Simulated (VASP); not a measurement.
# CaO (Fm-3m) in VASP: further runs, part 2 of 2

VASP 6.6.1.

**3. Single point, b88 exchange, pbe correlation**

This run uses another cell than the first one, of 14.16 Å³/atom.

INCAR

```
SYSTEM = CaO
ALGO = Normal ; EDIFF = 1E-6
ENCUT = 600 ; GGA = LIBXC
GGA_COMPAT = .False. ; ISIF = 2
ISMEAR = -1 ; LASPH = .True.
LCHARG = .False. ; LIBXC1 = GGA_X_B88
LIBXC2 = GGA_C_PBE ; LREAL = .False.
LWAVE = .False. ; NBANDS = 15
NELM = 120 ; PREC = Accurate
SIGMA = 0.05
```

KPOINTS

```
k-points
0
Gamma
  10 10 10
  0 0 0
```

POSCAR

```
CaO
1.0
    0.0000000000      2.4194737473      2.4194737473
    2.4194737473      0.0000000000      2.4194737473
    2.4194737473      2.4194737473      0.0000000000
Ca O
1 1
Direct
    0.0000000000      0.0000000000      0.0000000000
    0.5000000000      0.5000000000      0.5000000000
```

Potentials or basis: VASP PAW PBE potentials, release 64 (Ca_sv, O).

Started as:

```bash
$ cat potpaw_PBE.64/Ca_sv/POTCAR potpaw_PBE.64/O/POTCAR > POTCAR
$ mpirun -np 1 vasp_std > vasp.out
```

OUTCAR:

```text
SYSTEM = CaO
   EDIFF = 1E-6
   ENCUT = 600
   GGA = LIBXC
   ISIF = 2
   ISMEAR = -1
   LASPH = .True.
   LREAL = .False.
   NELM = 120
   PREC = Accurate

 ion  position               nearest neighbor table
   1  0.000  0.000  0.000-   2 2.42   2 2.42   2 2.42   2 2.42   2 2.42   2 2.42
   2  0.500  0.500  0.500-   1 2.42   1 2.42   1 2.42   1 2.42   1 2.42   1 2.42

  LATTYP: Found a face centered cubic cell.
 ALAT       =     4.8389474946

  Lattice vectors:

 A1 = (   0.0000000000,   2.4194737473,   2.4194737473)
 A2 = (   2.4194737473,   0.0000000000,   2.4194737473)
 A3 = (   2.4194737473,   2.4194737473,   0.0000000000)

Analysis of symmetry for initial positions (statically):
=====================================================================
 Subroutine PRICEL returns:
 Original cell was already a primitive cell.

 Routine SETGRP: Setting up the symmetry group for a
 face centered cubic supercell.

 Subroutine GETGRP returns: Found 48 space group operations
 (whereof 48 operations were pure point group operations)
 out of a pool of 48 trial point group operations.

The static configuration has the point symmetry O_h .

Analysis of symmetry for dynamics (positions and initial velocities):
[... 168 lines left out ...]
      2     -16.3260      2.00000
      3     -16.3260      2.00000
      4     -16.3260      2.00000
      5     -13.2995      2.00000
      6       2.1884      2.00000
      7       2.1884      2.00000
      8       2.1884      2.00000
      9       6.7753      0.00000
     10       8.3807      0.00000
     11       8.3807      0.00000
     12       8.3807      0.00000
     13       9.8299      0.00000
     14       9.8299      0.00000
[... 401 lines left out ...]
      2     -16.9159      2.00000
      3     -16.5106      2.00000
      4     -16.4858      2.00000
      5     -12.8118      2.00000
      6       0.5324      2.00000
      7       1.6408      2.00000
      8       1.7387      2.00000
      9       6.5110      0.00000
     10       9.6940      0.00000
     11      10.8447      0.00000
     12      10.9314      0.00000
     13      11.0685      0.00000
     14      12.8184      0.00000
     15      17.5131      0.00000

 [... further k-points ...]
[... 5 lines left out ...]
  --------------------------------------------------------------------------------------
  -------------------------------------------------------------------------------------
  Total       -0.0387334     -0.0387334     -0.0387334      0.0000000      0.0000000     -0.0000000
  in kB       -2.1908051     -2.1908051     -2.1908051      0.0000000      0.0000000     -0.0000000
  external PRESSURE =      -2.1908051 kB  Pullay stress =       0.0000000 kB

 VOLUME and BASIS-vectors are now :
 -----------------------------------------------------------------------------
  energy-cutoff  :      600.00
  volume of cell :       28.33
      direct lattice vectors                 reciprocal lattice vectors
     0.000000000  2.419473747  2.419473747    -0.206656510  0.206656510  0.206656510
     2.419473747  0.000000000  2.419473747     0.206656510 -0.206656510  0.206656510
     2.419473747  2.419473747  0.000000000     0.206656510  0.206656510 -0.206656510

 POSITION                                       TOTAL-FORCE (eV/Angst)
 -----------------------------------------------------------------------------------
      0.00000      0.00000      0.00000         0.000000      0.000000     -0.000000
      2.41947      2.41947      2.41947        -0.000000     -0.000000      0.000000
 -----------------------------------------------------------------------------------
    total drift:                                0.000000      0.000000      0.000000

  FREE ENERGIE OF THE ION-ELECTRON SYSTEM (eV)
  ---------------------------------------------------
  free  energy   TOTEN  =       -12.5833632578 eV

  energy  without entropy=      -12.5833632578  energy(sigma->0) =      -12.58336326
```

stdout:

```text
POSCAR found type information on POSCAR CaO
 POSCAR found :  2 types and       2 ions
 scaLAPACK will be used
 -----------------------------------------------------------------------------
|                                                                             |
|                                                                             |
|     You enforced a specific xc type in the INCAR file but a different       |
|     I HOPE YOU KNOW WHAT YOU ARE DOING!                                     |
|                                                                             |
 -----------------------------------------------------------------------------

 LDA part: xc-table for (None,None), standard interpolation
 POSCAR, INCAR and KPOINTS ok, starting setup
 FFT: planning ... GRIDC
 FFT: planning ... GRID_SOFT
 FFT: planning ... GRID
 WAVECAR not read
 entering main loop
```

Wall time 24 s (1 thread of Intel Xeon Platinum 8488C (Sapphire Rapids), shared host); peak memory 0.17 GiB.

What came out:

```yaml
Free_energy: -12.5834 eV
Pressure: -0.2 GPa
Band_gap_on_the_k_mesh: 3.67 eV (least direct gap 4.05 eV)
```

Caveat: the PAW data sets were made with another functional, which shifts forces and pressure a little. A k mesh can miss the band edges.

**4. Single point, b88 exchange, pbe correlation**

This run uses another cell than the first one, of 14.44 Å³/atom.

INCAR

```
SYSTEM = CaO
  ALGO = Normal
  EDIFF = 1E-6
  ENCUT = 600
  GGA = LIBXC
  GGA_COMPAT = .FALSE.
  ISIF = 2
  ISMEAR = -1
  LASPH = .TRUE.
  LCHARG = .FALSE.
  LIBXC1 = GGA_X_B88
  LIBXC2 = GGA_C_PBE
  LREAL = .FALSE.
  LWAVE = .FALSE.
  NBANDS = 15
  NELM = 120
  PREC = Accurate
  SIGMA = 0.05
```

KPOINTS

```
k-points
0
G
  10 10 10
  0 0 0
```

POSCAR

```
CaO
1.0
    0.0000000000      2.4351850560      2.4351850560
    2.4351850560      0.0000000000      2.4351850560
    2.4351850560      2.4351850560      0.0000000000
Ca O
1 1
Direct
    0.0000000000      0.0000000000      0.0000000000
    0.5000000000      0.5000000000      0.5000000000
```

Started as:

```bash
$ cat potpaw_PBE.64/Ca_sv/POTCAR potpaw_PBE.64/O/POTCAR > POTCAR
$ mpirun -np 1 vasp_std > vasp.out
```

Run time: 26 s. Hardware: 1 thread of Intel Xeon Platinum 8488C (Sapphire Rapids), shared host; peak memory 0.17 GiB.

Results (log left out):

| Quantity | Value |
| --- | --- |
| Free energy | -12.5801 eV |
| Pressure | -2.2 GPa |
| Band gap on the k mesh | 3.67 eV (least direct gap 4.05 eV) |

Levels at points of the mesh, in eV from the valence-band top:
| k point | band 6 | band 7 | band 8 | band 9 | band 10 | band 11 |
| --- | --- | --- | --- | --- | --- | --- |
| (0.00, 0.00, 0.00) | 0.00 | 0.00 | 0.00 | 4.44 | 6.14 | 6.14 |
| (0.50, 0.00, 0.00) | -2.54 | -1.13 | -1.13 | 6.88 | 8.15 | 8.15 |
| (0.50, 0.50, 0.00) | -1.31 | -0.38 | -0.38 | 3.67 | 7.76 | 8.66 |

Caveat: the PAW data sets were made with another functional, which shifts forces and pressure a little.

**5. Single point, b88 exchange, pbe correlation**

This run uses another cell than the first one, of 14.72 Å³/atom.

INCAR

```
SYSTEM = CaO
PREC = Accurate
ENCUT = 600
EDIFF = 1E-6
ISMEAR = -1
SIGMA = 0.05
LREAL = .False.
LASPH = .True.
NELM = 120
ALGO = Normal
ISIF = 2
LWAVE = .False.
LCHARG = .True.
GGA = LIBXC
LIBXC1 = GGA_X_B88
LIBXC2 = GGA_C_PBE
LELF = .True.
LVHAR = .True.
NBANDS = 15
GGA_COMPAT = .False.
```

KPOINTS

```
regular mesh
0
Gamma
  10 10 10
  0 0 0
```

POSCAR

```
CaO
1.0
    0.0000000000      2.4506962070      2.4506962070
    2.4506962070      0.0000000000      2.4506962070
    2.4506962070      2.4506962070      0.0000000000
Ca O
1 1
Direct
    0.0000000000      0.0000000000      0.0000000000
    0.5000000000      0.5000000000      0.5000000000
```

Started as:

```bash
$ cat potpaw_PBE.64/Ca_sv/POTCAR potpaw_PBE.64/O/POTCAR > POTCAR
$ mpirun -np 1 vasp_std > vasp.out
```

Wall time 26 s (1 thread of Intel Xeon Platinum 8488C (Sapphire Rapids), shared host); peak memory 0.17 GiB.

The run converged. Its results:

- Free energy: -12.5705 eV
- Pressure: -3.9 GPa
- Band gap on the k mesh: 3.68 eV (least direct gap 4.06 eV)

Levels at points of the mesh, in eV from the valence-band top:
| k point | band 5 | band 6 | band 7 | band 8 | band 9 | band 10 | band 11 | band 12 |
| --- | --- | --- | --- | --- | --- | --- | --- | --- |
| (0.00, 0.00, 0.00) | -15.41 | 0.00 | 0.00 | 0.00 | 4.29 | 6.09 | 6.09 | 6.09 |
| (0.50, 0.00, 0.00) | -14.45 | -2.49 | -1.09 | -1.09 | 6.79 | 8.04 | 8.04 | 8.09 |
| (0.50, 0.50, 0.00) | -15.18 | -1.32 | -0.38 | -0.38 | 3.68 | 7.62 | 8.55 | 9.14 |

Caveat: the cell stands under tension; the PAW data sets were made with another functional, which shifts forces and pressure a little.

**6. Overview**

```csv
cell,gap on the mesh (eV),pressure (GPa)
"a = 3.399 Å, angles 60.0°, 2 atoms",3.67,1.9
"a = 3.422 Å, angles 60.0°, 2 atoms",3.67,-0.2
"a = 3.444 Å, angles 60.0°, 2 atoms",3.67,-2.2
"a = 3.466 Å, angles 60.0°, 2 atoms",3.68,-3.9
```

Alike in all rows: task single point; level b88 exchange, pbe correlation; potentials or basis VASP PAW PBE potentials, release 64 (Ca_sv, O); no spin polarisation; k mesh 10 × 10 × 10; cutoff (eV) 600; smearing fermi-dirac 0.05 eV.

Caveats: the PAW data sets were made with another functional, which shifts forces and pressure a little; the cell stands under tension (at least some runs).

Absolute energies hang on the potentials; compare differences alone.
